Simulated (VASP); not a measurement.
# Ca3BF (Pm-3m) in VASP: further runs

The runs below take Ca3BF through single point, relaxation of cell and atoms, with PBE.

Everything below comes from runs of VASP 6.6.1. Logs are shortened: lines on timing, memory, paths and dates and some standing lists are left out, and cuts for length are marked.

### Step 1. The cell of the first run

Symmetry: Pm-3m, No. 221, cubic system. The conventional cell has a = 5.236 Å, b = 5.236 Å, c = 5.236 Å, α = 90.00°, β = 90.00°, γ = 90.00°. Ca (site symmetry 4/mmm) has 2 B at 2.62 Å within 3.5 Å. Within 3.5 Å of B (site symmetry m-3m) lie 6 Ca at 2.62 Å. F (site symmetry m-3m) has 12 Ca at 3.70 Å and 8 B at 4.53 Å within 4.9 Å.

### Step 2. Single point, PBE

Contents of INCAR:

```
ALGO = Normal
EDIFF = 1E-7
ENCUT = 520
GGA = PE
ISIF = 2
ISMEAR = 0
LASPH = T
LCHARG = T
LELF = T
LREAL = F
LVHAR = T
LWAVE = F
NBANDS = 28
NELM = 100
PREC = Accurate
SIGMA = 0.1
```

Contents of KPOINTS:

```
k-points
0
Gamma
  8 8 8
```

Contents of POSCAR:

```
Ca3BF
1.0
    5.2358803852      0.0000000000      0.0000000000
    0.0000000000      5.2358803852      0.0000000000
    0.0000000000      0.0000000000      5.2358803852
Ca B F
3 1 1
Direct
    0.0000000000      0.5000000000      0.5000000000
    0.5000000000      0.0000000000      0.5000000000
    0.5000000000      0.5000000000      0.0000000000
    0.5000000000      0.5000000000      0.5000000000
    0.0000000000      0.0000000000      0.0000000000
```

Potentials or basis: VASP PAW PBE potentials, release 64 (Ca_sv, B, F).

The run is started by

```bash
> cat potpaw_PBE.64/Ca_sv/POTCAR potpaw_PBE.64/B/POTCAR potpaw_PBE.64/F/POTCAR > POTCAR
> mpirun -np 1 vasp_std > vasp.out
```

OUTCAR:

```text
EDIFF = 1E-7
   ENCUT = 520
   GGA = PE
   ISIF = 2
   ISMEAR = 0
   LASPH = T
   LREAL = F
   NELM = 100
   PREC = Accurate

 ion  position               nearest neighbor table
   1  0.000  0.500  0.500-   4 2.62   4 2.62
   2  0.500  0.000  0.500-   4 2.62   4 2.62
   3  0.500  0.500  0.000-   4 2.62   4 2.62
   4  0.500  0.500  0.500-   1 2.62   2 2.62   3 2.62   3 2.62   2 2.62   1 2.62
   5  0.000  0.000  0.000-

  LATTYP: Found a simple cubic cell.
 ALAT       =     5.2358803852

  Lattice vectors:

 A1 = (   5.2358803852,   0.0000000000,   0.0000000000)
 A2 = (   0.0000000000,   5.2358803852,   0.0000000000)
 A3 = (   0.0000000000,   0.0000000000,   5.2358803852)

Analysis of symmetry for initial positions (statically):
=====================================================================
 Subroutine PRICEL returns:
 Original cell was already a primitive cell.

 Routine SETGRP: Setting up the symmetry group for a
 simple cubic supercell.

 Subroutine GETGRP returns: Found 48 space group operations
 (whereof 48 operations were pure point group operations)
 out of a pool of 48 trial point group operations.

The static configuration has the point symmetry O_h .

Analysis of symmetry for dynamics (positions and initial velocities):
=====================================================================
 Subroutine PRICEL returns:
 Original cell was already a primitive cell.

 Routine SETGRP: Setting up the symmetry group for a
 simple cubic supercell.

 Subroutine GETGRP returns: Found 48 space group operations
 (whereof 48 operations were pure point group operations)
 out of a pool of 48 trial point group operations.

The dynamic configuration has the point symmetry O_h .

 Subroutine INISYM returns: Found 48 space group operations
 (whereof 48 operations are pure point group operations),
 and found     1 'primitive' translations

----------------------------------------------------------------------------------------

                                     Primitive cell

  volume of cell :     143.5387

  direct lattice vectors                    reciprocal lattice vectors
     5.235880385  0.000000000  0.000000000     0.190989848  0.000000000  0.000000000
     0.000000000  5.235880385  0.000000000     0.000000000  0.190989848  0.000000000
     0.000000000  0.000000000  5.235880385     0.000000000  0.000000000  0.190989848

  length of vectors
     5.235880385  5.235880385  5.235880385     0.190989848  0.190989848  0.190989848
[... 89 lines left out ...]
   EDIFFG = 0.1E-05   stopping-criterion for IOM
   NSW    =      0    number of steps for IOM
   IBRION =     -1    ionic relax: 0-MD 1-quasi-New 2-CG
   NFREE  =      0    steps in history (QN), initial steepest desc. (CG)
   ISIF   =      2    stress and relaxation
   ISYM   =      2    0-nonsym 1-usesym 2-fastsym
   POTIM  = 0.5000    time-step for ionic-motion
   TEBEG  =    0.0;   TEEND  =   0.0 temperature during run
   PSTRESS=    0.0 pullay stress
   NELECT =      40.0000    total number of electrons
   NUPDOWN=      -1.0000    fix difference up-down
   EMIN   =  10.00;   EMAX   =-10.00  energy-range for DOS
   EFERMI =   0.00;   METHOD = LEGACY
   ISMEAR =     0;   SIGMA  =   0.10  broadening in eV -4-tet -1-fermi 0-gaus
   EFERMI_NEDOS =   21; number of points for ismear=-14 and -15
   IALGO  =     38    algorithm
   IMIX   =      4    mixing-type and parameters
     AMIX     =   0.40;   BMIX     =  1.00
     AMIX_MAG =   1.60;   BMIX_MAG =  1.00
  volume/ion in A,a.u.               =      28.71       193.73
  Fermi-wavevector in a.u.,A,eV,Ry     =   1.069314  2.020710 15.557333  1.143432
  Thomas-Fermi vector in A             =   2.204989
   LORBIT       =      0    0 simple, 1 ext, 2 COOP (PROOUT), +10 PAW based schemes
   GGA     = PE    functional components
   LHFCALC =     F    Hartree Fock is set to
   AEXX    =    0.0000 exact exchange contribution
   IVDW    =     0    specifies the selected vdW correction
   LEPSILON=     F    determine dielectric tensor
   LRPA    =     F    only Hartree local field effects (RPA)
 non-spin polarized calculation
 Gauss-broadening in eV      SIGMA  =   0.10
  energy-cutoff  :      520.00
  volume of cell :      143.54
 maximum number of plane-waves:      3912
 NGX is ok and might be reduce to    40
   NGX = 19   NGY = 19   NGZ = 19

 number of electron      39.9999997 magnetization

 Free energy of the ion-electron system (eV)
  ---------------------------------------------------
  ext. energy  EPLUGINS =         0.00000000
  ---------------------------------------------------
  free energy    TOTEN  =       -16.44146804 eV

  energy without entropy =      -16.43090470  energy(sigma->0) =      -16.43618637

 E-fermi :   1.9430     XC(G=0):  -7.7853

 val. band max:        1.9394667667   @ k =   0.3750   0.0000   0.0000
 cond. band min:       1.9457025993   @ k =   0.2500   0.1250   0.0000
 fundamental gap:      0.0062358326
 Fermi energy:         1.9430337563

 k-point     1 :       0.0000    0.0000    0.0000
  band No.  band energies     occupation
      1     -39.6571      2.00000
      2     -39.6277      2.00000
      3     -39.6277      2.00000
      4     -20.8032      2.00000
      5     -20.8032      2.00000
      6     -20.8032      2.00000
[... 733 lines left out ...]
     27       4.4333      0.00000
     28       4.4608      0.00000

 [... further k-points ...]

------------------------ aborting loop because EDIFF is reached ----------------------------------------

  FORCE on cell =-STRESS in cart. coord.  units (eV):
  Direction    XX          YY          ZZ          XY          YZ          ZX
  --------------------------------------------------------------------------------------
  -------------------------------------------------------------------------------------
  Total        0.0449282      0.0449282      0.0449282     -0.0000000     -0.0000000     -0.0000000
  in kB        0.5014883      0.5014883      0.5014883     -0.0000000     -0.0000000     -0.0000000
  external PRESSURE =       0.5014883 kB  Pullay stress =       0.0000000 kB

 VOLUME and BASIS-vectors are now :
 -----------------------------------------------------------------------------
  energy-cutoff  :      520.00
  volume of cell :      143.54
      direct lattice vectors                 reciprocal lattice vectors
     5.235880385  0.000000000  0.000000000     0.190989848  0.000000000  0.000000000
     0.000000000  5.235880385  0.000000000     0.000000000  0.190989848  0.000000000
     0.000000000  0.000000000  5.235880385     0.000000000  0.000000000  0.190989848

 POSITION                                       TOTAL-FORCE (eV/Angst)
 -----------------------------------------------------------------------------------
      0.00000      2.61794      2.61794         0.000000      0.000000      0.000000
      2.61794      0.00000      2.61794         0.000000      0.000000      0.000000
      2.61794      2.61794      0.00000         0.000000      0.000000      0.000000
      2.61794      2.61794      2.61794         0.000000      0.000000      0.000000
      0.00000      0.00000      0.00000         0.000000      0.000000      0.000000
 -----------------------------------------------------------------------------------
    total drift:                               -0.000000     -0.000000     -0.000000

  FREE ENERGIE OF THE ION-ELECTRON SYSTEM (eV)
  ---------------------------------------------------
  free  energy   TOTEN  =       -16.4414680398 eV

  energy  without entropy=      -16.4309047042  energy(sigma->0) =      -16.43618637
```

It took 2.3 min on 1 thread of AMD EPYC 7R43 (Zen 3), shared host; peak memory 0.28 GiB.

Results:

| Item | Value |
| --- | --- |
| Free energy | -16.4415 eV |
| Pressure | 0.1 GPa |
| Band gap on the k mesh | zero (band 20 reaches 2.19 eV, above the bottom of band 21 at 1.92 eV) |

### Step 3. Relaxation of cell and atoms, PBE

Contents of INCAR:

```
SYSTEM = Ca3BF
PREC = Accurate ; ENCUT = 600
EDIFF = 1E-6 ; ISMEAR = 0
SIGMA = 0.1 ; LREAL = .False.
LASPH = .True. ; NELM = 100
ALGO = Normal ; ISIF = 3
LWAVE = .False. ; LCHARG = .False.
GGA = PE ; IBRION = 2
NSW = 100 ; EDIFFG = -0.01
```

Contents of KPOINTS:

```
Automatic mesh
0
Gamma
  8 8 8
  0 0 0
```

POSCAR is that of step 2.

Potentials or basis: VASP PAW PBE potentials, release 64 (Ca_sv, B, F).

The run is started by

```bash
> cat potpaw_PBE.64/Ca_sv/POTCAR potpaw_PBE.64/B/POTCAR potpaw_PBE.64/F/POTCAR > POTCAR
> mpirun -np 1 vasp_std > vasp.out
```

It took 3.5 min on 1 thread of AMD EPYC 7R43 (Zen 3), shared host; peak memory 0.33 GiB.

The run converged. Its results:

| Quantity | Value |
| --- | --- |
| Free energy | -16.4439 eV |
| Relaxed volume | 28.75 Å³/atom |
| Relaxed cell | a = 5.239 Å, b = 5.239 Å, c = 5.239 Å, α = 90.00°, β = 90.00°, γ = 90.00° |
| Space group after relaxing (to 0.05 Å) | Pm-3m (No. 221) |
| Energy gained by relaxing | 0.0 meV/atom |
| Ionic steps | 2 |
| Pressure after relaxing | 0.0 GPa |
| Band gap on the k mesh | zero (band 20 reaches 2.18 eV, above the bottom of band 21 at 1.92 eV) |

Final structure:
```
Ca B F
1.0
     5.23865    0.00000    0.00000
     0.00000    5.23865    0.00000
     0.00000    0.00000    5.23865
Ca B F
3 1 1
Direct
  0.00000 0.50000 0.50000
  0.50000 0.00000 0.50000
  0.50000 0.50000 0.00000
  0.50000 0.50000 0.50000
  0.00000 0.00000 0.00000
```

Levels at points of the mesh, in eV from the Fermi level:
```tsv
k point	band 16	band 17	band 18	band 19	band 20	band 21	band 22	band 23	band 24
(0.00, 0.00, 0.00)	-3.76	-3.76	-1.30	0.25	0.25	0.25	0.59	0.59	1.15
(0.50, 0.00, 0.00)	-3.76	-3.76	-1.94	-0.20	-0.20	0.24	0.78	1.42	1.49
(0.50, 0.50, 0.00)	-3.95	-3.77	-1.64	-1.64	-0.51	0.60	1.37	1.37	2.05
(0.50, 0.50, 0.50)	-3.84	-3.84	-1.89	-1.89	-1.89	0.92	1.83	1.83	1.83
```

### Step 4. Single point, PBE

This run uses another cell than the first one, of 19.19 Å³/atom, 0.668 times its volume.

Contents of INCAR:

```
SYSTEM = Ca3BF
PREC     = Accurate       ! precision mode
ENCUT    = 520            ! plane-wave cutoff, eV
EDIFF    = 1E-7           ! SCF threshold, eV
ISMEAR   = 0              ! smearing method
SIGMA    = 0.1            ! smearing width, eV
LREAL    = .False.        ! projectors in reciprocal space
LASPH    = .True.         ! aspherical terms in the spheres
NELM     = 100            ! most SCF steps
ALGO     = Normal         ! electronic algorithm
ISIF     = 2              ! what is computed and relaxed
LWAVE    = .False.        ! write WAVECAR
LCHARG   = .True.         ! write CHGCAR
GGA      = PE             ! functional
LELF     = .True.         ! ELF
LVHAR    = .True.       
NBANDS   = 28             ! bands
```

Contents of KPOINTS:

```
Automatic mesh
0
Gamma
  4 4 4
  0 0 0
```

Changes to POSCAR since step 3:

```diff
@@ -2,5 +2,5 @@
 1.0
-    5.2358803852      0.0000000000      0.0000000000
-    0.0000000000      5.2358803852      0.0000000000
-    0.0000000000      0.0000000000      5.2358803852
+    4.5777038400      0.0000000000      0.0000000000
+    0.0000000000      4.5777038400      0.0000000000
+    0.0000000000      0.0000000000      4.5777038400
 Ca B F
```

The run is started by

```bash
> cat potpaw_PBE.64/Ca_sv/POTCAR potpaw_PBE.64/B/POTCAR potpaw_PBE.64/F/POTCAR > POTCAR
> mpirun -np 1 vasp_std > vasp.out
```

It took 43 s on 1 thread of AMD EPYC 7R43 (Zen 3), shared host; peak memory 0.17 GiB.

The run converged. Its results:

```yaml
Free_energy: -13.8953 eV
Pressure: 22.7 GPa
Band_gap_on_the_k_mesh: zero (band 20 reaches 4.52 eV, above the bottom of band 21 at 4.12 eV)
```

Levels at points of the mesh, in eV from the Fermi level:
| k point | band 16 | band 17 | band 18 | band 19 | band 20 | band 21 | band 22 | band 23 | band 24 | band 25 |
| --- | --- | --- | --- | --- | --- | --- | --- | --- | --- | --- |
| (0.00, 0.00, 0.00) | -5.53 | -5.53 | -1.82 | 0.20 | 0.20 | 0.74 | 0.74 | 0.74 | 1.15 | 1.15 |
| (0.50, 0.00, 0.00) | -5.57 | -5.54 | -1.98 | 0.10 | 0.10 | 0.23 | 0.44 | 1.16 | 1.47 | 1.91 |
| (0.50, 0.50, 0.00) | -5.61 | -5.00 | -2.02 | -2.02 | -0.56 | 0.86 | 1.52 | 1.52 | 2.41 | 2.41 |
| (0.50, 0.50, 0.50) | -5.65 | -3.81 | -2.59 | -2.59 | -2.59 | 0.47 | 2.76 | 2.76 | 2.76 | 2.85 |

[end of part 1 of 2]
